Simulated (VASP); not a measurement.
# ErSc2Sb3 (P-3m1) in VASP: a series of runs

The runs below take ErSc2Sb3 through single point, with PBE.

Everything below comes from runs of VASP 6.6.1. Logs are shortened: lines on timing, memory, paths and dates and some standing lists are left out, and cuts for length are marked.

**1. The cell of the first run**

It takes space group P-3m1 (No. 164, trigonal). The conventional cell has a = 4.248 Å, b = 4.248 Å, c = 10.223 Å, α = 90.00°, β = 90.00°, γ = 120.00°. Er (site symmetry -3m) has 6 Sb at 3.05 Å within 4.0 Å. Sc (site symmetry 3m) has 6 Sb at 2.95 to 2.96 Å within 3.9 Å. Within 3.9 Å of Sb (site symmetry 3m) lie 3 Sc at 2.95 Å and 3 Er at 3.05 Å. Within 3.9 Å of Sb (site symmetry -3m) lie 6 Sc at 2.96 Å.

The cell was built from a structure type or drawn by symmetry, and may not be a known phase.

**2. Single point, PBE**

Input file INCAR:

```
SYSTEM = ErSc2Sb3
PREC = Accurate
ENCUT = 500
EDIFF = 1E-6
ISMEAR = 0
SIGMA = 0.2
LREAL = .False.
LASPH = .True.
NELM = 200
ALGO = Normal
ISIF = 2
LWAVE = .False.
LCHARG = .False.
GGA = PE
NBANDS = 32
GGA_COMPAT = .False.
LMAXMIX = 6
```

Input file KPOINTS:

```
regular mesh
0
Gamma
  4 4 2
  0 0 0
```

Input file POSCAR:

```
ErSc2Sb3
1.0
    4.2483940804      0.0000000000      0.0000000000
   -2.1241970402      3.6792171989      0.0000000000
    0.0000000000      0.0000000000     10.2234958364
Er Sc Sb
1 2 3
Direct
    0.0000000000      0.0000000000      0.0000000000
    0.3333333333      0.6666666667      0.6619484785
    0.6666666667      0.3333333333      0.3380515215
    0.3333333333      0.6666666667      0.1776997746
    0.6666666667      0.3333333333      0.8223002254
    0.0000000000      0.0000000000      0.5000000000
```

Potentials or basis: VASP PAW PBE potentials, release 64 (Er_3, Sc_sv, Sb), 4f in core.

Started as:

```
cat potpaw_PBE.64/Er_3/POTCAR potpaw_PBE.64/Sc_sv/POTCAR potpaw_PBE.64/Sb/POTCAR > POTCAR
mpirun -np 1 vasp_std > vasp.out
```

OUTCAR:

```text
SYSTEM = ErSc2Sb3
   PREC = Accurate
   ENCUT = 500
   EDIFF = 1E-6
   ISMEAR = 0
   LREAL = .False.
   LASPH = .True.
   NELM = 200
   ISIF = 2
   GGA = PE

 ion  position               nearest neighbor table
   1  0.000  0.000  0.000-   4 3.05   5 3.05   4 3.05   5 3.05   5 3.05   4 3.05
   2  0.333  0.667  0.662-   5 2.95   5 2.95   5 2.95   6 2.96   6 2.96   6 2.96
   3  0.667  0.333  0.338-   4 2.95   4 2.95   4 2.95   6 2.96   6 2.96   6 2.96
   4  0.333  0.667  0.178-   3 2.95   3 2.95   3 2.95   1 3.05   1 3.05   1 3.05
   5  0.667  0.333  0.822-   2 2.95   2 2.95   2 2.95   1 3.05   1 3.05   1 3.05
   6  0.000  0.000  0.500-   2 2.96   3 2.96   2 2.96   3 2.96   3 2.96   2 2.96

  LATTYP: Found a hexagonal cell.
 ALAT       =     4.2483940804
 C/A-ratio  =     2.4064377369

  Lattice vectors:

 A1 = (   4.2483940804,   0.0000000000,   0.0000000000)
 A2 = (  -2.1241970402,   3.6792171989,   0.0000000000)
 A3 = (   0.0000000000,   0.0000000000,  10.2234958364)

Analysis of symmetry for initial positions (statically):
=====================================================================
 Subroutine PRICEL returns:
 Original cell was already a primitive cell.

 Routine SETGRP: Setting up the symmetry group for a
 hexagonal supercell.

 Subroutine GETGRP returns: Found 12 space group operations
 (whereof 12 operations were pure point group operations)
 out of a pool of 24 trial point group operations.

The static configuration has the point symmetry D_3d.

Analysis of symmetry for dynamics (positions and initial velocities):
=====================================================================
 Subroutine PRICEL returns:
 Original cell was already a primitive cell.

 Routine SETGRP: Setting up the symmetry group for a
 hexagonal supercell.

 Subroutine GETGRP returns: Found 12 space group operations
 (whereof 12 operations were pure point group operations)
 out of a pool of 24 trial point group operations.

The dynamic configuration has the point symmetry D_3d.

 Subroutine INISYM returns: Found 12 space group operations
 (whereof 12 operations are pure point group operations),
 and found     1 'primitive' translations

----------------------------------------------------------------------------------------

                                     Primitive cell

  volume of cell :     159.8011

  direct lattice vectors                    reciprocal lattice vectors
     4.248394080  0.000000000  0.000000000     0.235383060  0.135898473  0.000000000
    -2.124197040  3.679217199  0.000000000     0.000000000  0.271796946  0.000000000
     0.000000000  0.000000000 10.223495836     0.000000000  0.000000000  0.097813900

  length of vectors
     4.248394080  4.248394080 10.223495836     0.271796946  0.271796946  0.097813900

  position of ions in fractional coordinates (direct lattice)
     0.000000000  0.000000000  0.000000000
     0.333333333  0.666666667  0.661948479
     0.666666667  0.333333333  0.338051521
     0.333333333  0.666666667  0.177699775
     0.666666667  0.333333333  0.822300225
     0.000000000  0.000000000  0.500000000

  ion indices of the primitive-cell ions
   primitive index   ion index
                 1           1
                 2           2
                 3           3
                 4           4
                 5           5
                 6           6

----------------------------------------------------------------------------------------

 KPOINTS: regular mesh

Automatic generation of k-mesh.
 Grid dimensions read from file:
 generate k-points for:    4    4    2

 Generating k-lattice:

  Cartesian coordinates                     Fractional coordinates (reciprocal lattice)
     0.058845765  0.033974618  0.000000000     0.250000000  0.000000000  0.000000000
     0.000000000  0.067949237  0.000000000     0.000000000  0.250000000  0.000000000
     0.000000000  0.000000000  0.048906950     0.000000000  0.000000000  0.500000000

  Length of vectors
     0.067949237  0.067949237  0.048906950

  Shift w.r.t. Gamma in fractional coordinates (k-lattice)
     0.000000000  0.000000000  0.000000000

 Subroutine IBZKPT returns following result:
 ===========================================

 Found      8 irreducible k-points:

 Following reciprocal coordinates:
            Coordinates               Weight
  0.000000  0.000000  0.000000      1.000000
  0.250000 -0.000000  0.000000      6.000000
  0.500000 -0.000000  0.000000      3.000000
  0.250000  0.250000  0.000000      6.000000
  0.000000  0.000000  0.500000      1.000000
  0.250000 -0.000000  0.500000      6.000000
  0.500000 -0.000000  0.500000      3.000000
  0.250000  0.250000  0.500000      6.000000
   k-points           NKPTS =      8   k-points in BZ     NKDIM =      8   number of bands    NBANDS=     32
   number of dos      NEDOS =    301   number of ions     NIONS =      6
   total plane-waves  NPLWV =  81920
   dimension x,y,z NGX =    32 NGY =   32 NGZ =   80
   dimension x,y,z NGXF=    64 NGYF=   64 NGZF=  160
   ions per type =               1   2   3
   NGX,Y,Z   is equivalent  to a cutoff of  12.52, 12.52, 13.01 a.u.
   NGXF,Y,Z  is equivalent  to a cutoff of  25.04, 25.04, 26.02 a.u.
 SYSTEM =  ErSc2Sb3
   PREC   = accura    normal or accurate (medium, high low for compatibility)
   ISTART =      0    job   : 0-new  1-cont  2-samecut
   ICHARG =      2    charge: 1-file 2-atom 10-const
   ISPIN  =      1    spin polarized calculation?
   LNONCOLLINEAR =      F non collinear calculations
   LSORBIT =      F    spin-orbit coupling
   LASPH  =      T    aspherical Exc in radial PAW
   ENCUT  =  500.0 eV  36.75 Ry    6.06 a.u.   7.75  7.75 18.64*2*pi/ulx,y,z
   NELM   =    200;   NELMIN=  2; NELMDL= -5     # of ELM steps
   EDIFF  = 0.1E-05   stopping-criterion for ELM
   LREAL  =      F    real-space projection
   EDIFFG = 0.1E-04   stopping-criterion for IOM
   NSW    =      0    number of steps for IOM
   IBRION =     -1    ionic relax: 0-MD 1-quasi-New 2-CG
   NFREE  =      0    steps in history (QN), initial steepest desc. (CG)
   ISIF   =      2    stress and relaxation
   ISYM   =      2    0-nonsym 1-usesym 2-fastsym
   POTIM  = 0.5000    time-step for ionic-motion
   TEBEG  =    0.0;   TEEND  =   0.0 temperature during run
   PSTRESS=    0.0 pullay stress
   NELECT =      46.0000    total number of electrons
   NUPDOWN=      -1.0000    fix difference up-down
   EMIN   =  10.00;   EMAX   =-10.00  energy-range for DOS
   EFERMI =   0.00;   METHOD = LEGACY
   ISMEAR =     0;   SIGMA  =   0.20  broadening in eV -4-tet -1-fermi 0-gaus
   EFERMI_NEDOS =   21; number of points for ismear=-14 and -15
   IALGO  =     38    algorithm
   IMIX   =      4    mixing-type and parameters
     AMIX     =   0.40;   BMIX     =  1.00
     AMIX_MAG =   1.60;   BMIX_MAG =  1.00
  volume/ion in A,a.u.               =      26.63       179.73
  Fermi-wavevector in a.u.,A,eV,Ry     =   1.080938  2.042677 15.897422  1.168428
  Thomas-Fermi vector in A             =   2.216942
   LORBIT       =      0    0 simple, 1 ext, 2 COOP (PROOUT), +10 PAW based schemes
   GGA     = PE    functional components
   LHFCALC =     F    Hartree Fock is set to
   AEXX    =    0.0000 exact exchange contribution
   IVDW    =     0    specifies the selected vdW correction
   LEPSILON=     F    determine dielectric tensor
   LRPA    =     F    only Hartree local field effects (RPA)
 non-spin polarized calculation
 Gauss-broadening in eV      SIGMA  =   0.20
  energy-cutoff  :      500.00
  volume of cell :      159.80
 maximum number of plane-waves:      4070
 NGX is ok and might be reduce to    32
   NGX = 15   NGY = 15   NGZ = 37

 number of electron      46.0000000 magnetization

 Free energy of the ion-electron system (eV)
  ---------------------------------------------------
  ext. energy  EPLUGINS =         0.00000000
  ---------------------------------------------------
  free energy    TOTEN  =       -35.27714712 eV

  energy without entropy =      -35.26788792  energy(sigma->0) =      -35.27251752

 E-fermi :   5.5198     XC(G=0):  -9.9230

 val. band max:        5.3054466017   @ k =   0.0000   0.0000   0.5000
 cond. band min:       5.7686680895   @ k =   0.2500  -0.0000   0.5000
 fundamental gap:      0.4632214878
 Fermi energy:         5.5197505721

 k-point     1 :       0.0000    0.0000    0.0000
  band No.  band energies     occupation
      1     -44.3232      2.00000
      2     -44.3218      2.00000
      3     -22.9708      2.00000
      4     -22.9508      2.00000
      5     -22.9366      2.00000
      6     -22.9366      2.00000
[... 24 lines left out ...]
     31       7.4097      0.00000
     32       7.7523      0.00000

 k-point     2 :       0.2500   -0.0000    0.0000
  band No.  band energies     occupation
      1     -44.3224      2.00000
      2     -44.3213      2.00000
      3     -22.9664      2.00000
      4     -22.9544      2.00000
      5     -22.9466      2.00000
      6     -22.9453      2.00000
[... 24 lines left out ...]
     31       8.0212      0.00000
     32       8.0841      0.00000

 k-point     3 :       0.5000   -0.0000    0.0000
  band No.  band energies     occupation
      1     -44.3215      2.00000
      2     -44.3209      2.00000
      3     -22.9660      2.00000
      4     -22.9631      2.00000
      5     -22.9541      2.00000
      6     -22.9483      2.00000
[... 24 lines left out ...]
     31       7.8377      0.00000
     32       8.0970      0.00000

 k-point     4 :       0.2500    0.2500    0.0000
  band No.  band energies     occupation
      1     -44.3214      2.00000
      2     -44.3209      2.00000
      3     -22.9628      2.00000
      4     -22.9596      2.00000
      5     -22.9545      2.00000
      6     -22.9485      2.00000
[... 24 lines left out ...]
     31       8.0915      0.00000
     32       8.3610      0.00000

 k-point     5 :       0.0000    0.0000    0.5000
  band No.  band energies     occupation
      1     -44.3232      2.00000
      2     -44.3218      2.00000
      3     -22.9709      2.00000
      4     -22.9507      2.00000
      5     -22.9366      2.00000
      6     -22.9366      2.00000
[... 24 lines left out ...]
     31       8.1330      0.00000
     32       8.2897      0.00000

 k-point     6 :       0.2500   -0.0000    0.5000
  band No.  band energies     occupation
      1     -44.3224      2.00000
      2     -44.3213      2.00000
      3     -22.9664      2.00000
      4     -22.9543      2.00000
      5     -22.9466      2.00000
      6     -22.9453      2.00000
[... 24 lines left out ...]
     31       7.9462      0.00000
     32       8.3162      0.00000

 k-point     7 :       0.5000   -0.0000    0.5000
  band No.  band energies     occupation
      1     -44.3215      2.00000
      2     -44.3209      2.00000
      3     -22.9661      2.00000
      4     -22.9631      2.00000
      5     -22.9540      2.00000
      6     -22.9484      2.00000
[... 24 lines left out ...]
     31       8.1038      0.00000
     32       8.5424      0.00000

 k-point     8 :       0.2500    0.2500    0.5000
  band No.  band energies     occupation
      1     -44.3214      2.00000
      2     -44.3209      2.00000
      3     -22.9628      2.00000
      4     -22.9596      2.00000
      5     -22.9545      2.00000
      6     -22.9485      2.00000
[... 24 lines left out ...]
     31       7.9923      0.00000
     32       8.2702      0.00000

------------------------ aborting loop because EDIFF is reached ----------------------------------------

  FORCE on cell =-STRESS in cart. coord.  units (eV):
  Direction    XX          YY          ZZ          XY          YZ          ZX
  --------------------------------------------------------------------------------------
  -------------------------------------------------------------------------------------
  Total        0.2401056      0.2401056      0.5057664     -0.0000000      0.0000000      0.0000000
  in kB        2.4073171      2.4073171      5.0708515     -0.0000000      0.0000000      0.0000000
  external PRESSURE =       3.2951619 kB  Pullay stress =       0.0000000 kB

 VOLUME and BASIS-vectors are now :
 -----------------------------------------------------------------------------
  energy-cutoff  :      500.00
  volume of cell :      159.80
      direct lattice vectors                 reciprocal lattice vectors
     4.248394080  0.000000000  0.000000000     0.235383060  0.135898473  0.000000000
    -2.124197040  3.679217199  0.000000000     0.000000000  0.271796946  0.000000000
     0.000000000  0.000000000 10.223495836     0.000000000  0.000000000  0.097813900

 POSITION                                       TOTAL-FORCE (eV/Angst)
 -----------------------------------------------------------------------------------
      0.00000      0.00000      0.00000         0.000000      0.000000      0.000000
     -0.00000      2.45281      6.76743        -0.000000      0.000000      0.005037
      2.12420      1.22641      3.45607         0.000000      0.000000     -0.005037
     -0.00000      2.45281      1.81671         0.000000      0.000000      0.022555
      2.12420      1.22641      8.40678         0.000000     -0.000000     -0.022555
      0.00000      0.00000      5.11175         0.000000      0.000000      0.000000
 -----------------------------------------------------------------------------------
    total drift:                               -0.000000      0.000000      0.000000

  FREE ENERGIE OF THE ION-ELECTRON SYSTEM (eV)
  ---------------------------------------------------
  free  energy   TOTEN  =       -35.2771471157 eV

  energy  without entropy=      -35.2678879193  energy(sigma->0) =      -35.27251752
```

Run time: 44 s. Hardware: 1 thread of AMD EPYC 7R13 (Zen 3), shared host; peak memory 0.26 GiB.

Results:

```yaml
Free_energy: -35.2771 eV
Pressure: 0.3 GPa
Largest_force: 0.023 eV/Å
Band_gap_on_the_k_mesh: zero (bands 23 and 24 overlap by 1.40 eV)
```

Forces on the atoms (eV/Å):
```
Er   0.000  0.000  0.000
Sc   0.000  0.000  0.005
Sc   0.000  0.000 -0.005
Sb   0.000  0.000  0.023
Sb   0.000  0.000 -0.023
Sb   0.000  0.000  0.000
```

Stress tensor (GPa, compression positive):
```
0.24 0.00 0.00
0.00 0.24 0.00
0.00 0.00 0.51
```

Levels at points of the mesh, in eV from the Fermi level:
| k point | band 21 | band 22 | band 23 | band 24 | band 25 | band 26 |
| --- | --- | --- | --- | --- | --- | --- |
| (0.00, 0.00, 0.00) | 0.95 | 0.95 | 1.07 | 1.13 | 1.13 | 1.33 |
| (0.50, 0.00, 0.00) | -1.37 | -0.79 | -0.62 | -0.33 | 1.64 | 1.90 |
| (0.00, 0.00, 0.50) | -0.36 | -0.21 | -0.21 | 1.11 | 1.11 | 1.43 |
| (0.50, 0.00, 0.50) | -1.45 | -1.16 | -0.95 | 0.62 | 0.71 | 1.97 |

Caveat: the k points lie up to 0.43 Å⁻¹ apart, too coarse for converged energies and pressures of a metal; spin-orbit coupling is left out, which moves the levels of the heavy elements; the 4f electrons are frozen in the core, so they carry no moment and show no levels. Spin polarisation is off, so any magnetic state and its effect on volume and gap are missing.

**3. Single point, PBE**

This run uses another cell than the first one, of 24.90 Å³/atom.

Input file INCAR:

```
PREC = Accurate ; ENCUT = 500
EDIFF = 1E-6 ; ISMEAR = 0
SIGMA = 0.2 ; LREAL = F
LASPH = T ; NELM = 200
ALGO = Normal ; ISIF = 2
LWAVE = F ; LCHARG = T
GGA = PE ; LELF = T
LVHAR = T ; NBANDS = 32
GGA_COMPAT = F ; LMAXMIX = 6
```

Input file KPOINTS:

```
regular mesh
0
Gamma
  4 4 3
```

Input file POSCAR:

```
ErSc2Sb3
1.0
    5.4205079368      0.0000000000      0.0000000000
   -2.7102539684      4.6942975747      0.0000000000
    0.0000000000      0.0000000000      5.8719500596
Er Sc Sb
1 2 3
Direct
    0.0000000000      0.0000000000      0.5000000000
    0.3333333333      0.6666666667      0.1922990210
    0.6666666667      0.3333333333      0.8077009790
    0.3333333333      0.6666666667      0.6950693920
    0.6666666667      0.3333333333      0.3049306080
    0.0000000000      0.0000000000      0.0000000000
```

Potentials or basis: VASP PAW PBE potentials, release 64 (Er_3, Sc_sv, Sb), 4f in core.

Started as:

```
cat potpaw_PBE.64/Er_3/POTCAR potpaw_PBE.64/Sc_sv/POTCAR potpaw_PBE.64/Sb/POTCAR > POTCAR
mpirun -np 1 vasp_std > vasp.out
```

Wall time 48 s (1 thread of AMD EPYC 7R13 (Zen 3), shared host); peak memory 0.24 GiB.

Results (log left out):

```
Free energy            : -33.5080 eV
Pressure               : 0.4 GPa
Largest force          : 0.072 eV/Å
Band gap on the k mesh : zero (bands 23 and 24 overlap by 0.22 eV)
```

Forces on the atoms (eV/Å):
```
Er   0.000  0.000  0.000
Sc   0.000  0.000 -0.072
Sc   0.000  0.000  0.072
Sb   0.000  0.000  0.005
Sb   0.000  0.000 -0.005
Sb   0.000  0.000  0.000
```

Levels at points of the mesh, in eV from the Fermi level:
```csv
k point,band 21,band 22,band 23,band 24,band 25,band 26
"(0.00, 0.00, 0.00)",-0.49,-0.49,0.17,0.53,0.53,0.95
"(0.50, 0.00, 0.00)",-1.35,-0.98,-0.83,0.29,0.33,1.16
```

Caveat: spin-orbit coupling is left out, which moves the levels of the heavy elements; the 4f electrons are frozen in the core, so they carry no moment and show no levels.

(Continued in part 2 of 2.)
